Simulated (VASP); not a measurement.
Set up this calculation in VASP 6.6.1, as the native input.

```yaml
Task: single point
Functional: PBE
Potentials_or_basis: VASP PAW PBE potentials, release 64 (Os, Au)
Cutoff: 520 eV
k_mesh: 16 × 16 × 6
Occupations: gaussian, width 0.1 eV
Spin: no spin polarisation
Dipole_correction: no
Further_INCAR_settings: ALGO = Fast; EDIFF = 1e-06; NBANDS = 26
```

The structure of Os3Au lies in POSCAR:

```
Os3Au
1.0
    2.7603526435      0.0000000000      0.0000000000
    0.0000000000      2.7603526435      0.0000000000
    0.0000000000      0.0000000000      7.9466733302
Os Au
3 1
Direct
    0.5000000000      0.5000000000      0.2333219862
    0.0000000000      0.0000000000      0.0000000000
    0.5000000000      0.5000000000      0.7666780138
    0.0000000000      0.0000000000      0.5000000000
```

These files were run (other wordings do the same):

INCAR

```
  PREC = Accurate
  ENCUT = 520
  EDIFF = 1E-6
  ISMEAR = 0
  SIGMA = 0.1
  LREAL = False
  LASPH = True
  NELM = 80
  ALGO = Fast
  ISIF = 2
  LWAVE = False
  LCHARG = False
  GGA = PE
  NBANDS = 26
```

KPOINTS

```
regular mesh
0
Gamma
  16 16 6
```

Potentials or basis: VASP PAW PBE potentials, release 64 (Os, Au).

The run is started by

```bash
$ cat potpaw_PBE.64/Os/POTCAR potpaw_PBE.64/Au/POTCAR > POTCAR
$ mpirun -np 1 vasp_std > vasp.out
```

It gave:

The pressure is -0.2 GPa and the largest force is 0.004 eV/Å.

It took 2.6 min on 1 thread of Intel(R) Xeon(R) Platinum 8488C (Sapphire Rapids), with other jobs on the host, peak memory 0.37 GiB.
